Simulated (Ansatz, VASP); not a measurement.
This is a calculation of N for Ansatz 0.2.0.

The input input.yaml:

```yaml
crystal:
  lattice:
    - [5.56051766, 0.0, 0.0]
    - [0.0, 5.56051766, 0.0]
    - [0.0, 0.0, 5.56051766]
  atoms:
    - { symbol: "N", position: [0.05739733, 0.44260267, 0.55739733] }
    - { symbol: "N", position: [0.44260267, 0.55739733, 0.05739733] }
    - { symbol: "N", position: [0.55739733, 0.05739733, 0.44260267] }
    - { symbol: "N", position: [0.94260267, 0.94260267, 0.94260267] }
    - { symbol: "N", position: [0.94260267, 0.55739733, 0.44260267] }
    - { symbol: "N", position: [0.55739733, 0.44260267, 0.94260267] }
    - { symbol: "N", position: [0.44260267, 0.94260267, 0.55739733] }
    - { symbol: "N", position: [0.05739733, 0.05739733, 0.05739733] }
hamiltonian:
  xc: lda
  pseudopotentials: { kind: paw }
kpoints:
  mp_grid: { grid: [5, 5, 5] }
scf:
  occupations: { method: fermi_dirac, width: 0.05 }
output:
  forces: true
  stress: true
  eigenvalues: true
relax:
  f_tol: 0.01
  max_steps: 40
  cell: { stress_tol: 0.05 }
```

Potentials or basis: Ansatz PAW.

Run with:

```console
$ ansatz run input.yaml --threads 4 --pin off --max-ram 11264MiB --backend cpu --events-out ev --progress --plain --runs-dir out
```

Task: Translate it to VASP 6.6.1. Potentials there: VASP PAW LDA potentials, release 64 (N).

Result: As run (the cutoff follows the program's own potentials):

INCAR

```
SYSTEM = N
ALGO = Normal
EDIFF = 1E-7
EDIFFG = -0.01
ENCUT = 600
GGA = CA
GGA_COMPAT = .FALSE.
IBRION = 2
ISIF = 3
ISMEAR = -1
LASPH = .TRUE.
LCHARG = .FALSE.
LREAL = .FALSE.
LWAVE = .FALSE.
NELM = 120
NELMIN = 4
NSW = 60
PREC = Accurate
SIGMA = 0.05
```

The input KPOINTS:

```
k-points
0
G
  5 5 5
  0 0 0
```

Contents of POSCAR:

```
N
1.0
    5.5605176600      0.0000000000      0.0000000000
    0.0000000000      5.5605176600      0.0000000000
    0.0000000000      0.0000000000      5.5605176600
N
8
Direct
    0.0573973300      0.4426026700      0.5573973300
    0.4426026700      0.5573973300      0.0573973300
    0.5573973300      0.0573973300      0.4426026700
    0.9426026700      0.9426026700      0.9426026700
    0.9426026700      0.5573973300      0.4426026700
    0.5573973300      0.4426026700      0.9426026700
    0.4426026700      0.9426026700      0.5573973300
    0.0573973300      0.0573973300      0.0573973300
```

Potentials or basis: VASP PAW LDA potentials, release 64 (N).

Launch:

```sh
$ cat potpaw_LDA.64/N/POTCAR > POTCAR
$ mpirun -np 1 vasp_std > vasp.out
```

Both were run:

|  | VASP | Ansatz | Ansatz less VASP |
| --- | --- | --- | --- |
| gap on the k mesh at the Fermi level, each at its own relaxed structure (eV) | 6.64 | 6.88 | +0.240 |
| relaxed volume (Å³/atom) | 17.20 | 17.84 | +0.642 |
| relaxed length of the cell vector where the two differ most in proportion (Å) | 5.162 | 5.226 | +0.0634 |

LDA's correlation is that of Perdew and Zunger in VASP and of Perdew and Wang (1992) in Ansatz.

Noted on VASP's run: the standard files for N, O and F lose accuracy on very short bonds; the volume moved by over 15 % at a fixed basis, so the end points are rough. Noted on Ansatz's run: the volume moved by over 15 % at a fixed basis, so the end points are rough; odd divisions of the mesh miss points on the zone boundary, where band edges often lie, so the gap on the mesh can be too wide; the plane-wave basis is chosen anew once the cell has moved, so the energies of steps on either side of that aren't comparable.
